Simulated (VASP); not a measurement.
# Al3Cu (P4/mmm) in VASP: notebook

Runs on Al3Cu. Level: PBEsol. Tasks: single point.

Program: VASP 6.6.1. These are calculated values, not measurements. Logs are shortened: lines on timing, memory, paths and dates and some standing lists are left out, and cuts for length are marked.

## Step 1: The cell of the first run

Symmetry: P4/mmm, No. 123, tetragonal system. The conventional cell has a = 2.716 Å, b = 2.716 Å, c = 7.233 Å, α = 90.00°, β = 90.00°, γ = 90.00°. Within 3.3 Å of Al (site symmetry 4/mmm) lie 12 Al at 2.53 to 2.72 Å. Within 3.3 Å of Al (site symmetry 4mm) lie 9 Al at 2.53 to 3.28 Å and 4 Cu at 2.76 Å. Cu (site symmetry 4/mmm) has 8 Cu at 2.72 to 3.84 Å and 10 Al at 2.76 to 3.62 Å within 3.9 Å.

## Step 2: Single point, PBEsol (strained)

File INCAR:

```
SYSTEM = Al3Cu
PREC     = Accurate       ! precision mode
ENCUT    = 520            ! plane-wave cutoff, eV
EDIFF    = 1E-6           ! SCF threshold, eV
ISMEAR   = 0              ! smearing method
SIGMA    = 0.1            ! smearing width, eV
LREAL    = .FALSE.        ! projectors in reciprocal space
LASPH    = .TRUE.         ! aspherical terms in the spheres
NELM     = 100            ! most SCF steps
ALGO     = Fast           ! electronic algorithm
ISIF     = 2              ! what is computed and relaxed
LWAVE    = .FALSE.        ! write WAVECAR
LCHARG   = .FALSE.        ! write CHGCAR
GGA      = PS             ! functional
NBANDS   = 18             ! bands
```

File KPOINTS:

```
Automatic mesh
0
G
  16 16 6
  0 0 0
```

File POSCAR:

```
Al3Cu
1.0
    2.7162247159      0.0000000000      0.0000000000
    0.0000000000      2.7162247159      0.0000000000
    0.0000000000      0.0000000000      7.2325523905
Al Cu
3 1
Direct
    0.0000000000      0.0000000000      0.5000000000
    0.5000000000      0.5000000000      0.2731718667
    0.5000000000      0.5000000000      0.7268281333
    0.0000000000      0.0000000000      0.0000000000
```

Potentials or basis: VASP PAW PBE potentials, release 64 (Al, Cu).

The run is started by

```
> cat potpaw_PBE.64/Al/POTCAR potpaw_PBE.64/Cu/POTCAR > POTCAR
> mpirun -np 1 vasp_std > vasp.out
```

OUTCAR:

```text
SYSTEM = Al3Cu
   PREC = Accurate
   ENCUT = 520
   EDIFF = 1E-6
   ISMEAR = 0
   LREAL = .FALSE.
   LASPH = .TRUE.
   NELM = 100
   ISIF = 2
   GGA = PS

 ion  position               nearest neighbor table
   1  0.000  0.000  0.500-   2 2.53   3 2.53   2 2.53   3 2.53   2 2.53   3 2.53   2 2.53   3 2.53

   2  0.500  0.500  0.273-   1 2.53   1 2.53   1 2.53   1 2.53   4 2.76   4 2.76   4 2.76   4 2.76
                             3 3.28
   3  0.500  0.500  0.727-   1 2.53   1 2.53   1 2.53   1 2.53   4 2.76   4 2.76   4 2.76   4 2.76
                             2 3.28
   4  0.000  0.000  0.000-   2 2.76   3 2.76   2 2.76   3 2.76   2 2.76   3 2.76   2 2.76   3 2.76

  LATTYP: Found a simple tetragonal cell.
 ALAT       =     2.7162247159
 C/A-ratio  =     2.6627223985

  Lattice vectors:

 A1 = (   2.7162247159,   0.0000000000,   0.0000000000)
 A2 = (   0.0000000000,   2.7162247159,   0.0000000000)
 A3 = (   0.0000000000,   0.0000000000,   7.2325523905)

Analysis of symmetry for initial positions (statically):
=====================================================================
 Subroutine PRICEL returns:
 Original cell was already a primitive cell.

 Routine SETGRP: Setting up the symmetry group for a
 simple tetragonal supercell.

 Subroutine GETGRP returns: Found 16 space group operations
 (whereof 16 operations were pure point group operations)
 out of a pool of 16 trial point group operations.

The static configuration has the point symmetry D_4h.

Analysis of symmetry for dynamics (positions and initial velocities):
=====================================================================
 Subroutine PRICEL returns:
 Original cell was already a primitive cell.

 Routine SETGRP: Setting up the symmetry group for a
 simple tetragonal supercell.

 Subroutine GETGRP returns: Found 16 space group operations
 (whereof 16 operations were pure point group operations)
 out of a pool of 16 trial point group operations.

The dynamic configuration has the point symmetry D_4h.

 Subroutine INISYM returns: Found 16 space group operations
 (whereof 16 operations are pure point group operations),
 and found     1 'primitive' translations

----------------------------------------------------------------------------------------

                                     Primitive cell

  volume of cell :      53.3609

  direct lattice vectors                    reciprocal lattice vectors
     2.716224716  0.000000000  0.000000000     0.368158052  0.000000000  0.000000000
     0.000000000  2.716224716  0.000000000     0.000000000  0.368158052  0.000000000
     0.000000000  0.000000000  7.232552391     0.000000000  0.000000000  0.138263775

  length of vectors
     2.716224716  2.716224716  7.232552391     0.368158052  0.368158052  0.138263775

  position of ions in fractional coordinates (direct lattice)
     0.000000000  0.000000000  0.500000000
     0.500000000  0.500000000  0.273171867
     0.500000000  0.500000000  0.726828133
     0.000000000  0.000000000  0.000000000

  ion indices of the primitive-cell ions
   primitive index   ion index
                 1           1
                 2           2
                 3           3
                 4           4

----------------------------------------------------------------------------------------

 KPOINTS: Automatic mesh

Automatic generation of k-mesh.
 Grid dimensions read from file:
 generate k-points for:   16   16    6

 Generating k-lattice:

  Cartesian coordinates                     Fractional coordinates (reciprocal lattice)
     0.023009878  0.000000000  0.000000000     0.062500000  0.000000000  0.000000000
     0.000000000  0.023009878  0.000000000     0.000000000  0.062500000  0.000000000
     0.000000000  0.000000000  0.023043963     0.000000000  0.000000000  0.166666667

  Length of vectors
     0.023009878  0.023009878  0.023043963

  Shift w.r.t. Gamma in fractional coordinates (k-lattice)
     0.000000000  0.000000000  0.000000000

 Subroutine IBZKPT returns following result:
 ===========================================

 Found    180 irreducible k-points:

 Following reciprocal coordinates:
            Coordinates               Weight
  0.000000  0.000000  0.000000      1.000000
  0.062500  0.000000  0.000000      4.000000
  0.125000  0.000000  0.000000      4.000000
  0.187500  0.000000  0.000000      4.000000
  0.250000  0.000000  0.000000      4.000000
  0.312500  0.000000  0.000000      4.000000
[... 16 lines left out ...]
  0.437500  0.125000  0.000000      8.000000
  0.500000  0.125000  0.000000      4.000000
 [... further k-points ...]
   k-points           NKPTS =    180   k-points in BZ     NKDIM =    180   number of bands    NBANDS=     18
   number of dos      NEDOS =    301   number of ions     NIONS =      4
   total plane-waves  NPLWV =  21600
   dimension x,y,z NGX =    20 NGY =   20 NGZ =   54
   dimension x,y,z NGXF=    40 NGYF=   40 NGZF=  108
   ions per type =               3   1
   NGX,Y,Z   is equivalent  to a cutoff of  12.24, 12.24, 12.41 a.u.
   NGXF,Y,Z  is equivalent  to a cutoff of  24.48, 24.48, 24.82 a.u.
 SYSTEM =  Al3Cu
   PREC   = accura    normal or accurate (medium, high low for compatibility)
   ISTART =      0    job   : 0-new  1-cont  2-samecut
   ICHARG =      2    charge: 1-file 2-atom 10-const
   ISPIN  =      1    spin polarized calculation?
   LNONCOLLINEAR =      F non collinear calculations
   LSORBIT =      F    spin-orbit coupling
   LASPH  =      T    aspherical Exc in radial PAW
   ENCUT  =  520.0 eV  38.22 Ry    6.18 a.u.   5.05  5.05 13.45*2*pi/ulx,y,z
   NELM   =    100;   NELMIN=  2; NELMDL= -5     # of ELM steps
   EDIFF  = 0.1E-05   stopping-criterion for ELM
   LREAL  =      F    real-space projection
   EDIFFG = 0.1E-04   stopping-criterion for IOM
   NSW    =      0    number of steps for IOM
   IBRION =     -1    ionic relax: 0-MD 1-quasi-New 2-CG
   NFREE  =      0    steps in history (QN), initial steepest desc. (CG)
   ISIF   =      2    stress and relaxation
   ISYM   =      2    0-nonsym 1-usesym 2-fastsym
   POTIM  = 0.5000    time-step for ionic-motion
   TEBEG  =    0.0;   TEEND  =   0.0 temperature during run
   PSTRESS=    0.0 pullay stress
   NELECT =      20.0000    total number of electrons
   NUPDOWN=      -1.0000    fix difference up-down
   EMIN   =  10.00;   EMAX   =-10.00  energy-range for DOS
   EFERMI =   0.00;   METHOD = LEGACY
   ISMEAR =     0;   SIGMA  =   0.10  broadening in eV -4-tet -1-fermi 0-gaus
   EFERMI_NEDOS =   21; number of points for ismear=-14 and -15
   IALGO  =     68    algorithm
   IMIX   =      4    mixing-type and parameters
     AMIX     =   0.40;   BMIX     =  1.00
     AMIX_MAG =   1.60;   BMIX_MAG =  1.00
  volume/ion in A,a.u.               =      13.34        90.02
  Fermi-wavevector in a.u.,A,eV,Ry     =   1.180349  2.230537 18.955966  1.393224
  Thomas-Fermi vector in A             =   2.316643
   LORBIT       =      0    0 simple, 1 ext, 2 COOP (PROOUT), +10 PAW based schemes
   GGA     = PS    functional components
   LHFCALC =     F    Hartree Fock is set to
   AEXX    =    0.0000 exact exchange contribution
   IVDW    =     0    specifies the selected vdW correction
   LEPSILON=     F    determine dielectric tensor
   LRPA    =     F    only Hartree local field effects (RPA)
 non-spin polarized calculation
 RMM-DIIS sequential band-by-band and
 Gauss-broadening in eV      SIGMA  =   0.10
  energy-cutoff  :      520.00
  volume of cell :       53.36
 maximum number of plane-waves:      1472
   NGX = 11   NGY = 11   NGZ = 27

 number of electron      19.9999985 magnetization

 Free energy of the ion-electron system (eV)
  ---------------------------------------------------
  ext. energy  EPLUGINS =         0.00000000
  ---------------------------------------------------
  free energy    TOTEN  =       -15.70754010 eV

  energy without entropy =      -15.69985439  energy(sigma->0) =      -15.70369725

 E-fermi :   9.3228     XC(G=0): -11.3342

 val. band max:        9.3123722232   @ k =   0.5000   0.3125   0.1667
 cond. band min:       9.3259283125   @ k =   0.3750   0.3125   0.1667
 fundamental gap:      0.0135560892
 Fermi energy:         9.3227662195

 k-point     1 :       0.0000    0.0000    0.0000
  band No.  band energies     occupation
      1      -3.0934      2.00000
      2       0.0235      2.00000
      3       1.1992      2.00000
      4       5.3746      2.00000
      5       5.4041      2.00000
      6       6.3723      2.00000
[... 10 lines left out ...]
     17      19.9247      0.00000
     18      19.9370      0.00000

 k-point     2 :       0.0625    0.0000    0.0000
  band No.  band energies     occupation
      1      -3.0155      2.00000
      2       0.0969      2.00000
      3       1.2790      2.00000
      4       5.3901      2.00000
      5       5.4289      2.00000
      6       6.3059      2.00000
[... 10 lines left out ...]
     17      18.9760      0.00000
     18      20.3932      0.00000

 k-point     3 :       0.1250    0.0000    0.0000
  band No.  band energies     occupation
      1      -2.7822      2.00000
      2       0.3162      2.00000
      3       1.5170      2.00000
      4       5.4257      2.00000
      5       5.5061      2.00000
      6       6.1486      2.00000
[... 10 lines left out ...]
     17      19.5936      0.00000
     18      20.2725      0.00000

 k-point     4 :       0.1875    0.0000    0.0000
  band No.  band energies     occupation
      1      -2.3947      2.00000
      2       0.6793      2.00000
      3       1.9090      2.00000
      4       5.4751      2.00000
      5       5.6153      2.00000
      6       5.9605      2.00000
[... 375 lines left out ...]
      4       4.6726      2.00000
      5       5.4299      2.00000
      6       5.7638      2.00000
[... 10 lines left out ...]
     17      17.4943      0.00000
     18      18.7268      0.00000

 k-point    23 :       0.4375    0.1250    0.0000
  band No.  band energies     occupation
      1       0.9379      2.00000
      2       3.2420      2.00000
      3       3.6280      2.00000
      4       4.9448      2.00000
      5       5.1008      2.00000
      6       5.7316      2.00000
[... 10 lines left out ...]
     17      17.7929      0.00000
     18      18.0802      0.00000

 k-point    24 :       0.5000    0.1250    0.0000
  band No.  band energies     occupation
      1       1.9698      2.00000
      2       2.1077      2.00000
      3       4.2281      2.00000
      4       4.6945      2.00000
      5       5.3984      2.00000
      6       5.5644      2.00000
[... 10 lines left out ...]
     17      16.8732      0.00000
     18      18.6970      0.00000

 [... further k-points ...]

------------------------ aborting loop because EDIFF is reached ----------------------------------------

  FORCE on cell =-STRESS in cart. coord.  units (eV):
  Direction    XX          YY          ZZ          XY          YZ          ZX
  --------------------------------------------------------------------------------------
  -------------------------------------------------------------------------------------
  Total        4.7091783      4.7091783      6.4287824      0.0000000     -0.0000000     -0.0000000
  in kB      141.3945699    141.3945699    193.0262305      0.0000000     -0.0000000     -0.0000000
  external PRESSURE =     158.6051235 kB  Pullay stress =       0.0000000 kB

 VOLUME and BASIS-vectors are now :
 -----------------------------------------------------------------------------
  energy-cutoff  :      520.00
  volume of cell :       53.36
      direct lattice vectors                 reciprocal lattice vectors
     2.716224716  0.000000000  0.000000000     0.368158052  0.000000000  0.000000000
     0.000000000  2.716224716  0.000000000     0.000000000  0.368158052  0.000000000
     0.000000000  0.000000000  7.232552391     0.000000000  0.000000000  0.138263775

 POSITION                                       TOTAL-FORCE (eV/Angst)
 -----------------------------------------------------------------------------------
      0.00000      0.00000      3.61628         0.000000      0.000000      0.000000
      1.35811      1.35811      1.97573        -0.000000     -0.000000     -3.124762
      1.35811      1.35811      5.25682         0.000000      0.000000      3.124762
      0.00000      0.00000      0.00000         0.000000      0.000000      0.000000
 -----------------------------------------------------------------------------------
    total drift:                               -0.000000      0.000000     -0.000000

  FREE ENERGIE OF THE ION-ELECTRON SYSTEM (eV)
  ---------------------------------------------------
  free  energy   TOTEN  =       -15.7075401034 eV

  energy  without entropy=      -15.6998543872  energy(sigma->0) =      -15.70369725
```

Wall time 4.1 min (1 thread of Intel Xeon 8259CL, shared host); peak memory 0.28 GiB.

Results:

| Item | Value |
| --- | --- |
| Free energy | -15.7075 eV |
| Pressure | 15.9 GPa |
| Largest force | 3.125 eV/Å |
| Band gap on the k mesh | zero (bands 10 and 11 overlap by 6.31 eV) |

Forces on the atoms (eV/Å):
```
Al   0.000  0.000  0.000
Al   0.000  0.000 -3.125
Al   0.000  0.000  3.125
Cu   0.000  0.000  0.000
```

Caveat: the cell differs from its parent crystal (strained); the stress differs along the axes, from 14 to 19 GPa; the PAW data sets were made with another functional, which shifts forces and pressure a little.

[end of part 1 of 2]
